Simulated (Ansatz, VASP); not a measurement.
# Two plane-wave programs on MgCdSe

Contents of INCAR:

```
PREC = Accurate ; ENCUT = 520
EDIFF = 1E-6 ; ISMEAR = 0
SIGMA = 0.1 ; LREAL = F
LASPH = T ; NELM = 60
ALGO = Normal ; ISIF = 2
LWAVE = F ; LCHARG = T
GGA = PE ; LELF = T
LVHAR = T ; NBANDS = 17
```

Contents of KPOINTS:

```
Automatic mesh
0
Gamma
  6 6 4
```

Contents of POSCAR:

```
MgCdSe
1.0
    4.2284516700      0.0000000000      0.0000000000
   -2.1142258400      3.6619465700      0.0000000000
    0.0000000000      0.0000000000      4.2240114300
Mg Cd Se
1 1 1
Direct
    0.6666666700      0.3333333300      0.5000000000
    0.3333333300      0.6666666700      0.0000000000
    0.0000000000      0.0000000000      0.0000000000
```

Input for Ansatz:

```yaml
crystal:
  lattice:
    - [4.22845167, 0.0, 0.0]
    - [-2.11422584, 3.66194657, 0.0]
    - [0.0, 0.0, 4.22401143]
  atoms:
    - { symbol: Mg, position: [0.66666667, 0.33333333, 0.5] }
    - { symbol: Cd, position: [0.33333333, 0.66666667, 0.0] }
    - { symbol: Se, position: [0.0, 0.0, 0.0] }
basis:
  ecutwfc: 420
kpoints:
  mp_grid: { grid: [6, 6, 4] }
hamiltonian:
  xc: pbe
scf:
  occupations: { method: gaussian, width: 0.1 }
  lower_state_search: "off"
output:
  forces: true
  stress: true
  eigenvalues: true
```

Change from the starting cell: species swapped into the PrNiAs type (P-6m2, No. 187).

Alike in both runs: task single point; functional PBE; k mesh 6 × 6 × 4; occupations gaussian, width 0.1 eV; no spin polarisation.

```csv
,VASP,Ansatz
version,VASP 6.6.1,Ansatz 0.2.0
potentials or method,"VASP PAW PBE potentials, release 64 (Mg, Cd, Se), cutoff 520 eV","scalar-relativistic, plane waves, PAW"
valence electrons in the cell,20,46
```

VASP gave:

```
gap on the k mesh at the Fermi level (eV)                     : none
pressure (GPa)                                                : 14.8
traceless stress, the component that is largest in VASP (GPa) : -11.76
```

Problem. Which values does Ansatz return?

Solution. gap on the k mesh at the Fermi level (eV): none; pressure (GPa): 14.4; traceless stress, the component that is largest in VASP (GPa): -11.32.

A gap of «none» marks a metal or a gap that the smearing closes. VASP's potentials hold 20 valence electrons a cell and Ansatz's 46, so a difference there can come from the potentials and not from the codes.

The k mesh is coarse, so the values compare programs but aren't converged.
